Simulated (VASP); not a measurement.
Input of a VASP 6.6.1 run:

INCAR

```
  ALGO = Normal
  EDIFF = 1E-6
  ENCUT = 520
  GGA = PE
  ISIF = 2
  ISMEAR = 0
  LASPH = True
  LCHARG = False
  LREAL = False
  LWAVE = False
  NBANDS = 11
  NELM = 60
  PREC = Accurate
  SIGMA = 0.05
```

The input KPOINTS:

```
k-points
0
Gamma
  12 12 12
```

File POSCAR:

```
SiC
1.0
   -0.0326100000      2.1740000000      2.1740000000
    2.1413900000      0.0000000000      2.1413900000
    2.1740000000      2.1740000000     -0.0326100000
Si C
1 1
Direct
    0.0000000000      0.0000000000      0.0000000000
    0.7500000000      0.7500000000      0.7500000000
```

Potentials or basis: VASP PAW PBE potentials, release 64 (Si, C).

Launch:

```console
$ cat potpaw_PBE.64/Si/POTCAR potpaw_PBE.64/C/POTCAR > POTCAR
$ mpirun -np 1 vasp_std > vasp.out
```

Task: Predict the band gap on the k mesh.

Result: 1.23 eV, indirect (least direct gap 4.28 eV).

Task: What does it give for the largest force?

Result: 0.262 eV/Å.

Task: Predict the pressure.

Result: 5.0 GPa.

Forces on the atoms (eV/Å):
```
Si   0.000  0.262  0.000
C    0.000 -0.262  0.000
```

Caveat: the cell differs from its parent crystal (strain -0.0300 x Voigt [0, 0, 0, 0, 1, 0]). A k mesh can miss the band edges.
